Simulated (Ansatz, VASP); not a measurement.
## As3P13: VASP beside Ansatz

```xyz
16
Lattice="1.6757 5.2974 4.4256 1.6757 5.2974 -4.4256 -5.0271 5.2974 0.0000" Properties=species:S:1:pos:R:3 pbc="T T T"
As    0.0000    1.0766    0.3571
As    0.0000   11.6714    0.3571
As   -1.6757   11.6714   -2.5698
P     1.6757    6.3740    0.3571
P    -1.6757    6.3740    0.3571
P     0.0000    4.2207    2.5698
P     0.0000    4.2207   -1.8557
P    -1.6757    9.5181   -1.8557
P    -1.6757    9.5181    2.5698
P    -1.6757    4.2207   -0.3571
P     0.0000    9.5181   -0.3571
P    -1.6757   14.8154   -0.3571
P    -3.3514    9.5181   -0.3571
P     0.0000    6.3740    1.8557
P     0.0000    6.3740   -2.5698
P    -1.6757   11.6714    1.8557
```

Alike in both runs: task single point; functional PBE; dispersion D3(BJ); k mesh 4 × 4 × 4; occupations gaussian, width 0.1 eV; no spin polarisation.

```csv
,VASP,Ansatz
version,VASP 6.6.1,Ansatz 0.2.0
potentials or method,"VASP PAW PBE potentials, release 64 (As, P), cutoff 520 eV","scalar-relativistic, plane waves, PAW"
valence electrons in the cell,80,110
```

|  | VASP | Ansatz | Ansatz less VASP |
| --- | --- | --- | --- |
| gap on the k mesh at the Fermi level (eV) | 0.23 | 0.22 | -0.003 |
| least direct gap on the mesh (eV) | 0.28 | 0.29 | +0.004 |
| pressure (GPa) | 1.8 | 1.9 | +0.07 |
| rms of the force components (eV/Å) | 0.838 | 0.806 | -0.0325 |

VASP's potentials hold 80 valence electrons a cell and Ansatz's 110, so a difference there can come from the potentials and not from the codes.
